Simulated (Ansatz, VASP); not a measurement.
## SiC in VASP and in Ansatz

File INCAR:

```
SYSTEM = SiC
  ALGO = Normal
  EDIFF = 1E-6
  ENCUT = 520
  GGA = PE
  ISIF = 2
  ISMEAR = 0
  LASPH = .TRUE.
  LCHARG = .FALSE.
  LREAL = .FALSE.
  LWAVE = .FALSE.
  NBANDS = 16
  NELM = 60
  PREC = Accurate
  SIGMA = 0.05
```

Contents of KPOINTS:

```
k-points
0
G
  10 10 6
  0 0 0
```

Contents of POSCAR:

```
SiC
1.0
    0.0000000000     -2.1898640950     -2.1898640950
    0.0000000000      2.1898640950     -2.1898640950
    4.3797281900      0.0000000000      0.0000000000
Si C
2 2
Direct
    0.5513730511      0.4486269489      0.5000000000
   -0.0513730511      0.0513730511      0.0000000000
    1.0337714721      0.5337714721      0.2500000000
    0.4662285279     -0.0337714721      0.7500000000
```

Input for Ansatz:

```yaml
crystal:
  lattice:
    - [0.0, -2.189864095, -2.189864095]
    - [0.0, 2.189864095, -2.189864095]
    - [4.37972819, 0.0, 0.0]
  atoms:
    - { symbol: Si, position: [0.5513730511, 0.4486269489, 0.5] }
    - { symbol: Si, position: [-0.0513730511, 0.0513730511, 0.0] }
    - { symbol: C, position: [1.0337714721, 0.5337714721, 0.25] }
    - { symbol: C, position: [0.4662285279, -0.0337714721, 0.75] }
basis:
  ecutwfc: 420
kpoints:
  mp_grid: { grid: [10, 10, 6] }
hamiltonian:
  xc: pbe
scf:
  occupations: { method: gaussian, width: 0.05 }
output:
  forces: true
  stress: true
  eigenvalues: true
```

Change from the starting cell: mode 4 (360.1 1/cm) frozen in, largest displacement +0.225 Å.

Alike in both runs: task single point; functional PBE; k mesh 10 × 10 × 6; occupations gaussian, width 0.05 eV; no spin polarisation.

```csv
,VASP,Ansatz
version,VASP 6.6.1,Ansatz 0.2.0
potentials or method,"VASP PAW PBE potentials, release 64 (Si, C), cutoff 520 eV","scalar-relativistic, plane waves, PAW"
valence electrons in the cell,16,16
```

Ansatz gave:

| Quantity | Value |
| --- | --- |
| gap on the k mesh at the Fermi level (eV) | 0.94 |
| least direct gap on the mesh (eV) | 1.14 |
| pressure (GPa) | -1.0 |
| traceless stress, the component that is largest in VASP (GPa) | 3.40 |
| rms of the force components (eV/Å) | 1.218 |

Q: Estimate VASP's values.

A: gap on the k mesh at the Fermi level (eV): 0.94; least direct gap on the mesh (eV): 1.14; pressure (GPa): -1.1; traceless stress, the component that is largest in VASP (GPa): 3.39; rms of the force components (eV/Å): 1.221.

Atom by atom the forces differ by 0.003 eV/Å (rms over components). The functional is the same, so the differences come from potentials, cutoffs and numerics.
